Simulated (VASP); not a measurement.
# BaMnAsF (P4/nmm) in VASP: single point with PBE+U

Aim: the single point of BaMnAsF with PBE+U.

Program: VASP 6.6.1. These are calculated values, not measurements. Logs are shortened: lines on timing, memory, paths and dates and some standing lists are left out, and cuts for length are marked.

### Step 1. The cell of the first run

Symmetry: P4/nmm, No. 129, tetragonal system. The conventional cell has a = 4.413 Å, b = 4.413 Å, c = 9.637 Å, α = 90.00°, β = 90.00°, γ = 90.00°. Within 3.6 Å of Ba (site symmetry 4mm) lie 4 F at 2.67 Å and 4 As at 3.58 Å. Within 3.6 Å of Mn (site symmetry -4m2) lie 4 As at 2.70 Å and 4 Mn at 3.12 Å. As (site symmetry 4mm) has 4 Mn at 2.70 Å and 4 Ba at 3.58 Å within 3.6 Å. F (site symmetry -4m2) has 4 Ba at 2.67 Å and 4 F at 3.12 Å within 3.5 Å.

### Step 2. Single point, PBE+U, collinear spin, ferromagnetic start

Contents of INCAR:

```
SYSTEM = BaMnAsF
PREC = Accurate ; ENCUT = 520
EDIFF = 1E-7 ; ISMEAR = 0
SIGMA = 0.05 ; LREAL = Auto
LASPH = .TRUE. ; NELM = 150
ALGO = Normal ; ISIF = 2
LWAVE = .FALSE. ; LCHARG = .TRUE.
ISPIN = 2 ; MAGMOM = 0 0 0 0 5 5 5 5 0 0 0 0 0 0 0 0
LORBIT = 11 ; LMAXMIX = 4
LDAU = .TRUE. ; LDAUTYPE = 2
LDAUL = -1 2 -1 -1 ; LDAUU = 0 3.9 0 0
LDAUJ = 0 0 0 0 ; LDAUPRINT = 1
GGA = PE ; LELF = .TRUE.
LVHAR = .TRUE. ; NBANDS = 88
```

Contents of KPOINTS:

```
regular mesh
0
G
  3 3 1
  0 0 0
```

Contents of POSCAR:

```
BaMnAsF
1.0
    4.4125831844      0.0000000000      0.0000000000
    0.0000000000      4.4125831844      0.0000000000
    0.0000000000      0.0000000000     19.2740027576
Ba Mn As F
4 4 4 4
Direct
    0.5000000000      0.0000000000      0.1720137724
    0.0000000000      0.5000000000      0.3279862276
    0.5000000000      0.0000000000      0.6720137724
    0.0000000000      0.5000000000      0.8279862276
    0.5000000000      0.5000000000      0.0000000000
    0.0000000000      0.0000000000      0.0000000000
    0.5000000000      0.5000000000      0.5000000000
    0.0000000000      0.0000000000      0.5000000000
    0.0000000000      0.5000000000      0.0811479881
    0.5000000000      0.0000000000      0.4188520119
    0.0000000000      0.5000000000      0.5811479881
    0.5000000000      0.0000000000      0.9188520119
    0.5000000000      0.5000000000      0.2500000000
    0.0000000000      0.0000000000      0.2500000000
    0.5000000000      0.5000000000      0.7500000000
    0.0000000000      0.0000000000      0.7500000000
```

Potentials or basis: VASP PAW PBE potentials, release 64 (Ba_sv, Mn_pv, As, F).

Launch:

```
$ cat potpaw_PBE.64/Ba_sv/POTCAR potpaw_PBE.64/Mn_pv/POTCAR potpaw_PBE.64/As/POTCAR potpaw_PBE.64/F/POTCAR > POTCAR
$ mpirun -np 1 vasp_std > vasp.out
```

OUTCAR:

```text
SYSTEM = BaMnAsF
   PREC = Accurate
   ENCUT = 520
   EDIFF = 1E-7
   ISMEAR = 0
   LREAL = Auto
   LASPH = .TRUE.
   NELM = 150
   ISIF = 2
   ISPIN = 2
   LORBIT = 11
   GGA = PE

 ion  position               nearest neighbor table
   1  0.500  0.000  0.172-  13 2.67  14 2.67  13 2.67  14 2.67   9 3.58   9 3.58   9 3.58   9 3.58
                             2 4.33   2 4.33   2 4.33   2 4.33
   2  0.000  0.500  0.328-  13 2.67  14 2.67  14 2.67  13 2.67  10 3.58  10 3.58  10 3.58  10 3.58
                             1 4.33   1 4.33   1 4.33   1 4.33
   3  0.500  0.000  0.672-  15 2.67  16 2.67  15 2.67  16 2.67  11 3.58  11 3.58  11 3.58  11 3.58
                             4 4.33   4 4.33   4 4.33   4 4.33
   4  0.000  0.500  0.828-  15 2.67  16 2.67  16 2.67  15 2.67  12 3.58  12 3.58  12 3.58  12 3.58
                             3 4.33   3 4.33   3 4.33   3 4.33
   5  0.500  0.500  0.000-   9 2.70  12 2.70  12 2.70   9 2.70   6 3.12   6 3.12   6 3.12   6 3.12
[... 26 lines left out ...]
 A1 = (   4.4125831844,   0.0000000000,   0.0000000000)
 A2 = (   0.0000000000,   4.4125831844,   0.0000000000)
 A3 = (   0.0000000000,   0.0000000000,  19.2740027576)

Analysis of symmetry for initial positions (statically):
=====================================================================
 Subroutine PRICEL returns following result:

  LATTYP: Found a simple tetragonal cell.
 ALAT       =     4.4125831844
 C/A-ratio  =     2.1839818030
[... 12 lines left out ...]
 Subroutine GETGRP returns: Found 16 space group operations
 (whereof  8 operations were pure point group operations)
 out of a pool of 16 trial point group operations.

The static configuration has the point symmetry D_2d.
 The point group associated with its full space group is D_4h.

Analysis of symmetry for dynamics (positions and initial velocities):
=====================================================================
 Subroutine PRICEL returns following result:

  LATTYP: Found a simple tetragonal cell.
 ALAT       =     4.4125831844
 C/A-ratio  =     2.1839818030
[... 12 lines left out ...]
 Subroutine GETGRP returns: Found 16 space group operations
 (whereof  8 operations were pure point group operations)
 out of a pool of 16 trial point group operations.

The dynamic configuration has the point symmetry D_2d.
 The point group associated with its full space group is D_4h.

Analysis of structural, dynamic, and magnetic symmetry:
=====================================================================
 Subroutine PRICEL returns following result:

  LATTYP: Found a simple tetragonal cell.
 ALAT       =     4.4125831844
 C/A-ratio  =     2.1839818030
[... 12 lines left out ...]
 Subroutine GETGRP returns: Found 16 space group operations
 (whereof  8 operations were pure point group operations)
 out of a pool of 16 trial point group operations.

The overall configuration has the point symmetry D_2d.
 The point group associated with its full space group is D_4h.

 Subroutine INISYM returns: Found 16 space group operations
 (whereof  8 operations are pure point group operations),
 and found     2 'primitive' translations

----------------------------------------------------------------------------------------

                                     Primitive cell

  volume of cell :     187.6410

  direct lattice vectors                    reciprocal lattice vectors
     4.412583184  0.000000000  0.000000000     0.226624623  0.000000000  0.000000000
     0.000000000  4.412583184  0.000000000     0.000000000  0.226624623  0.000000000
     0.000000000  0.000000000  9.637001379     0.000000000  0.000000000  0.103766718

  length of vectors
     4.412583184  4.412583184  9.637001379     0.226624623  0.226624623  0.103766718

  position of ions in fractional coordinates (direct lattice)
     0.500000000  0.000000000  0.344027545
     0.000000000  0.500000000  0.655972455
     0.500000000  0.500000000  0.000000000
     0.000000000  0.000000000  0.000000000
     0.000000000  0.500000000  0.162295976
     0.500000000  0.000000000  0.837704024
     0.500000000  0.500000000  0.500000000
     0.000000000  0.000000000  0.500000000

  ion indices of the primitive-cell ions
   primitive index   ion index
                 1           1
                 2           2
[... 83 lines left out ...]
   U (eV)           for each species LDAUU =   0.0  3.9  0.0  0.0
   J (eV)           for each species LDAUJ =   0.0  0.0  0.0  0.0
   GGA     = PE    functional components
   LHFCALC =     F    Hartree Fock is set to
   AEXX    =    0.0000 exact exchange contribution
   IVDW    =     0    specifies the selected vdW correction
   LEPSILON=     F    determine dielectric tensor
   LRPA    =     F    only Hartree local field effects (RPA)
 spin polarized calculation
 Gauss-broadening in eV      SIGMA  =   0.05
  energy-cutoff  :      520.00
  volume of cell :      375.28
 maximum number of plane-waves:     10147
 NGX is ok and might be reduce to    36
   NGX = 17   NGY = 17   NGZ = 71

atom =   5  type =  2  l = 2

 onsite density matrix

spin component  1
[... 116 lines left out ...]
  o =  0.0228  v =  0.0000  0.0000  0.0000  0.0000  0.0000  0.0000  0.0000  1.0000  0.0000 -0.0000      0.0000  0.0000  0.0000  0.0000  0.0000  0.0000  0.0000  0.0000  0.0000  0.0000
  o =  0.0268  v =  0.0000  0.0000  0.0000  0.0000  0.0000  1.0000  0.0000  0.0000  0.0000  0.0000      0.0000  0.0000  0.0000  0.0000  0.0000  0.0000  0.0000  0.0000  0.0000  0.0000
  o =  0.0507  v =  0.0000  0.0000  0.0000  0.0000  0.0000  0.0000  0.9999 -0.0000  0.0136  0.0000      0.0000  0.0000  0.0000  0.0000  0.0000  0.0000  0.0000  0.0000  0.0000  0.0000
  o =  0.0507  v =  0.0000  0.0000  0.0000  0.0000  0.0000  0.0000 -0.0136  0.0000  0.9999  0.0000      0.0000  0.0000  0.0000  0.0000  0.0000  0.0000  0.0000  0.0000  0.0000  0.0000
  o =  0.0617  v =  0.0000  0.0000  0.0000  0.0000  0.0000  0.0000  0.0000 -0.0000  0.0000 -1.0000      0.0000  0.0000  0.0000  0.0000  0.0000  0.0000  0.0000  0.0000  0.0000  0.0000
  o =  0.9257  v =  0.0000  0.0000  0.0000 -0.0000  1.0000  0.0000  0.0000  0.0000  0.0000  0.0000      0.0000  0.0000  0.0000  0.0000  0.0000  0.0000  0.0000  0.0000  0.0000  0.0000
  o =  0.9279  v =  0.0000 -0.0000  1.0000 -0.0000 -0.0000  0.0000  0.0000  0.0000  0.0000  0.0000      0.0000  0.0000  0.0000  0.0000  0.0000  0.0000  0.0000  0.0000  0.0000  0.0000
  o =  0.9307  v =  0.0000 -0.9978 -0.0000 -0.0661  0.0000  0.0000  0.0000  0.0000  0.0000  0.0000      0.0000  0.0000  0.0000  0.0000  0.0000  0.0000  0.0000  0.0000  0.0000  0.0000
  o =  0.9307  v =  0.0000 -0.0661 -0.0000  0.9978  0.0000  0.0000  0.0000  0.0000  0.0000  0.0000      0.0000  0.0000  0.0000  0.0000  0.0000  0.0000  0.0000  0.0000  0.0000  0.0000
  o =  0.9322  v =  1.0000  0.0000  0.0000  0.0000  0.0000  0.0000  0.0000  0.0000  0.0000  0.0000      0.0000  0.0000  0.0000  0.0000  0.0000  0.0000  0.0000  0.0000  0.0000  0.0000

 number of electron     139.9999956 magnetization      19.9990020

 Free energy of the ion-electron system (eV)
  ---------------------------------------------------
  ext. energy  EPLUGINS =         0.00000000
  ---------------------------------------------------
  free energy    TOTEN  =       -91.51256270 eV

  energy without entropy =      -91.51256270  energy(sigma->0) =      -91.51256270

 E-fermi :   4.1465     XC(G=0):  -9.3215

 val. band max:        3.9225151771   @ k =   0.0000   0.0000   0.0000
 cond. band min:       4.3773510180   @ k =   0.0000   0.0000   0.0000
 fundamental gap:      0.4548358409
 Fermi energy:         4.1465186987

 spin component 1

 k-point     1 :       0.0000    0.0000    0.0000
  band No.  band energies     occupation
      1     -47.3631      1.00000
      2     -47.3630      1.00000
      3     -47.3574      1.00000
      4     -47.3574      1.00000
      5     -47.3442      1.00000
      6     -47.3442      1.00000
[... 244 lines left out ...]
     81       5.7950      0.00000
     82       5.8643      0.00000
 Fermi energy:         4.1465186987

 spin component 2

 k-point     1 :       0.0000    0.0000    0.0000
  band No.  band energies     occupation
      1     -42.5669      1.00000
      2     -42.5669      1.00000
      3     -42.5664      1.00000
      4     -42.5664      1.00000
      5     -42.5664      1.00000
      6     -42.5664      1.00000
[... 244 lines left out ...]
     81       7.3040      0.00000
     82       7.3499      0.00000
 [bands above 82 left out]

------------------------ aborting loop because EDIFF is reached ----------------------------------------

  FORCE on cell =-STRESS in cart. coord.  units (eV):
  Direction    XX          YY          ZZ          XY          YZ          ZX
  --------------------------------------------------------------------------------------
  -------------------------------------------------------------------------------------
  Total        1.6122429      1.6122429      0.5433135      0.0000000      0.0000000      0.0000000
  in kB        6.8830880      6.8830880      2.3195481      0.0000000      0.0000000      0.0000000
  external PRESSURE =       5.3619080 kB  Pullay stress =       0.0000000 kB

 VOLUME and BASIS-vectors are now :
 -----------------------------------------------------------------------------
  energy-cutoff  :      520.00
  volume of cell :      375.28
      direct lattice vectors                 reciprocal lattice vectors
     4.412583184  0.000000000  0.000000000     0.226624623  0.000000000  0.000000000
     0.000000000  4.412583184  0.000000000     0.000000000  0.226624623  0.000000000
     0.000000000  0.000000000 19.274002758     0.000000000  0.000000000  0.051883359

 POSITION                                       TOTAL-FORCE (eV/Angst)
 -----------------------------------------------------------------------------------
      2.20629      0.00000      3.31539         0.000000      0.000000     -0.151936
      0.00000      2.20629      6.32161         0.000000     -0.000000      0.151936
      2.20629      0.00000     12.95240         0.000000      0.000000     -0.151936
      0.00000      2.20629     15.95861         0.000000     -0.000000      0.151936
      2.20629      2.20629      0.00000        -0.000000      0.000000     -0.000000
      0.00000      0.00000      0.00000         0.000000     -0.000000     -0.000000
[... 8 lines left out ...]
      2.20629      2.20629     14.45550        -0.000000      0.000000     -0.000000
      0.00000      0.00000     14.45550         0.000000     -0.000000     -0.000000
 -----------------------------------------------------------------------------------
    total drift:                                0.000000      0.000000      0.000000

  FREE ENERGIE OF THE ION-ELECTRON SYSTEM (eV)
  ---------------------------------------------------
  free  energy   TOTEN  =       -91.5125626988 eV

  energy  without entropy=      -91.5125626988  energy(sigma->0) =      -91.51256270

 total charge

# of ion       s       p       d       tot
------------------------------------------
    1        2.001   5.624   0.244   7.869
    2        2.001   5.624   0.244   7.869
    3        2.001   5.624   0.244   7.869
    4        2.001   5.624   0.244   7.869
    5        0.269   6.205   4.843  11.318
    6        0.269   6.205   4.843  11.318
[... 8 lines left out ...]
   15        1.735   4.358   0.000   6.094
   16        1.735   4.358   0.000   6.094
--------------------------------------------------
tot         20.825  71.127  20.405 112.357

 magnetization (x)

# of ion       s       p       d       tot
------------------------------------------
    1        0.000   0.002   0.017   0.019
    2        0.000   0.002   0.017   0.019
    3        0.000   0.002   0.017   0.019
    4        0.000   0.002   0.017   0.019
    5        0.040   0.052   4.425   4.517
    6        0.040   0.052   4.425   4.517
[... 8 lines left out ...]
   15        0.000   0.004   0.000   0.004
   16        0.000   0.004   0.000   0.004
--------------------------------------------------
tot          0.181   0.315  17.788  18.284
```

It took 13 min on 1 thread of AMD EPYC 7R13, shared host; peak memory 0.63 GiB.

What came out:

```
Free energy                                           : -91.5126 eV
Pressure                                              : 0.5 GPa
Largest force                                         : 0.152 eV/Å
Band gap on the k mesh                                : 0.45 eV
Net moment                                            : 20.00 μB per cell
Site moments                                          : Ba +0.02; Mn +4.52; As +0.03; F +0.00 μB
Valence electrons inside the program's atomic spheres : Ba 7.87; Mn 11.32; As 2.81; F 6.09
```

Forces in eV/Å, atoms in the order of the input:
```
Ba   0.000  0.000 -0.152
Ba   0.000  0.000  0.152
Ba   0.000  0.000 -0.152
Ba   0.000  0.000  0.152
Mn   0.000  0.000  0.000
Mn   0.000  0.000  0.000
Mn   0.000  0.000  0.000
Mn   0.000  0.000  0.000
As   0.000  0.000 -0.026
As   0.000  0.000  0.026
As   0.000  0.000 -0.026
As   0.000  0.000  0.026
F    0.000  0.000  0.000
F    0.000  0.000  0.000
F    0.000  0.000  0.000
F    0.000  0.000  0.000
```

Stress tensor (GPa, compression positive):
```
0.69 0.00 0.00
0.00 0.69 0.00
0.00 0.00 0.23
```

Levels at points of the mesh, in eV from the valence-band top:
Spin up:
| k point | band 76 | band 77 | band 78 | band 79 | band 80 | band 81 | band 82 | band 83 | band 84 | band 85 |
| --- | --- | --- | --- | --- | --- | --- | --- | --- | --- | --- |
| (0.00, 0.00, 0.00) | -0.71 | -0.01 | -0.01 | 0.00 | 0.00 | 1.09 | 1.23 | 1.32 | 1.35 | 1.55 |
Spin down:
| k point | band 58 | band 59 | band 60 | band 61 | band 62 | band 63 |
| --- | --- | --- | --- | --- | --- | --- |
| (0.00, 0.00, 0.00) | -1.72 | -1.72 | -1.72 | 0.45 | 0.66 | 0.83 |

Eigenvalues of the final occupation matrices:
```tsv
site	spin	trace	eigenvalues
site 5 d	1	4.65	0.93 0.93 0.93 0.93 0.93
site 5 d	2	0.21	0.02 0.03 0.05 0.05 0.06
site 6 d	1	4.65	0.93 0.93 0.93 0.93 0.93
site 6 d	2	0.21	0.02 0.03 0.05 0.05 0.06
site 7 d	1	4.65	0.93 0.93 0.93 0.93 0.93
site 7 d	2	0.21	0.02 0.03 0.05 0.05 0.06
site 8 d	1	4.65	0.93 0.93 0.93 0.93 0.93
site 8 d	2	0.21	0.02 0.03 0.05 0.05 0.06
```

Caveat: the k points lie up to 0.47 Å⁻¹ apart; semilocal functionals underestimate gaps, and a narrow one can read as zero; spin-orbit coupling is left out, which moves the levels of the heavy elements; the run started ferromagnetic, and an antiferromagnetic order may lie lower in energy. A k mesh can miss the band edges.
